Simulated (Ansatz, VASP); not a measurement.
CdS2O2 in VASP and in Ansatz

```
Cd S O
1.0
    -2.14715    2.14715    3.91287
     2.14715   -2.14715    3.91287
     2.14715    2.14715   -3.91287
Cd S O
1 2 2
Direct
  0.00000 0.00000 0.00000
  0.61988 0.61988 0.00000
  0.38012 0.38012 0.00000
  0.75000 0.25000 0.50000
  0.25000 0.75000 0.50000
```

Change from the starting cell: species swapped into the SmAl2Zn2 type (Fmmm, No. 69).

Alike in both runs: functional PBE; k mesh 12 × 12 × 12; occupations gaussian, width 0.1 eV; no spin polarisation.

Ansatz relaxed the structure, and its values are those at the end. VASP's run is a single point on that final structure, the one shown.

|  | VASP | Ansatz |
| --- | --- | --- |
| version | VASP 6.6.1 | Ansatz 0.2.0 |
| potentials or method | VASP PAW PBE potentials, release 64 (Cd, S, O), cutoff 520 eV | scalar-relativistic, plane waves, PAW |
| valence electrons in the cell | 36 | 44 |

Ansatz gave:

- gap on the k mesh at the Fermi level (eV): none
- pressure (GPa): 0.0
- rms of the force components (eV/Å): 0.003

Estimate VASP's values.

gap on the k mesh at the Fermi level (eV): none; pressure (GPa): -0.3; rms of the force components (eV/Å): 0.099.

A gap of «none» marks a metal or a gap that the smearing closes. VASP's potentials hold 36 valence electrons a cell and Ansatz's 44, so a difference there can come from the potentials and not from the codes.
